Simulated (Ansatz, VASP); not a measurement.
## BiTe in VASP and in Ansatz

```
Bi Te
1.0
     0.00000    3.27757    3.27757
     3.27757    0.00000    3.27757
     3.27757    3.27757    0.00000
Bi Te
1 1
Direct
  0.00000 0.00000 0.00000
  0.50000 0.50000 0.50000
```

Change from the starting cell: volume scaled by 1.04, PAW files.

Alike in both runs: task electric field gradients; functional PBE; k mesh 10 × 10 × 10; occupations fermi-dirac, width 0.08 eV; no spin polarisation.

```csv
,VASP,Ansatz
version,VASP 6.6.1,Ansatz 0.2.0
potentials or method,"VASP PAW PBE potentials, release 64 (Bi_d, Te)","PAW with Ansatz's default frozen-core files, scalar-relativistic"
plane-wave cutoff (eV),520,420
valence electrons in the cell,21,31
```

```tsv
	VASP	Ansatz	Ansatz less VASP
pressure (GPa)	-1.1	-1.0	+0.04
```

The functional is the same, so the differences come from potentials, cutoffs and numerics. VASP's potentials hold 21 valence electrons a cell and Ansatz's 31, so a difference there can come from the potentials and not from the codes.

Neither program's run includes spin-orbit coupling.
